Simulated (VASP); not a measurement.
Set up this calculation in VASP 6.6.1, as the native input.

| Property | Result |
| --- | --- |
| Task | single point |
| Functional | LDA |
| Potentials or basis | VASP PAW LDA potentials, release 64 (F) |
| Cutoff | 520 eV |
| k mesh | 14 × 14 × 14 |
| Occupations | fermi-dirac, width 0.1 eV |
| Spin | no spin polarisation |
| Dipole correction | no |
| Further INCAR settings | ALGO = Normal; EDIFF = 1e-07; NBANDS = 14 |

The structure of F lies in POSCAR:

```
F
1.0
    0.0000000000      1.8508565765      1.8508565765
    1.8508565765      0.0000000000      1.8508565765
    1.8508565765      1.8508565765      0.0000000000
F
2
Direct
   -0.1250000000     -0.1250000000     -0.1250000000
    0.1250000000      0.1250000000      0.1250000000
```

One way to write it, as run:

INCAR

```
SYSTEM = F
PREC     = Accurate       ! precision mode
ENCUT    = 520            ! plane-wave cutoff, eV
EDIFF    = 1E-7           ! SCF threshold, eV
ISMEAR   = -1             ! smearing method
SIGMA    = 0.1            ! smearing width, eV
LREAL    = .FALSE.        ! projectors in reciprocal space
LASPH    = .TRUE.         ! aspherical terms in the spheres
NELM     = 100            ! most SCF steps
ALGO     = Normal         ! electronic algorithm
ISIF     = 2              ! what is computed and relaxed
LWAVE    = .FALSE.        ! write WAVECAR
LCHARG   = .FALSE.        ! write CHGCAR
NBANDS   = 14             ! bands
```

KPOINTS

```
Automatic mesh
0
G
  14 14 14
  0 0 0
```

Potentials or basis: VASP PAW LDA potentials, release 64 (F).

The run is started by

```console
$ cat potpaw_LDA.64/F/POTCAR > POTCAR
$ mpirun -np 1 vasp_std > vasp.out
```

Results of the run:

The pressure is 218.0 GPa and the band gap on the k mesh is zero (bands 7 and 8 overlap by 3.80 eV).

Caveat: the cell stands under pressure.

Run time: 21 s on 1 thread of Intel Xeon 8259CL, with other jobs on the host, peak memory 0.12 GiB.
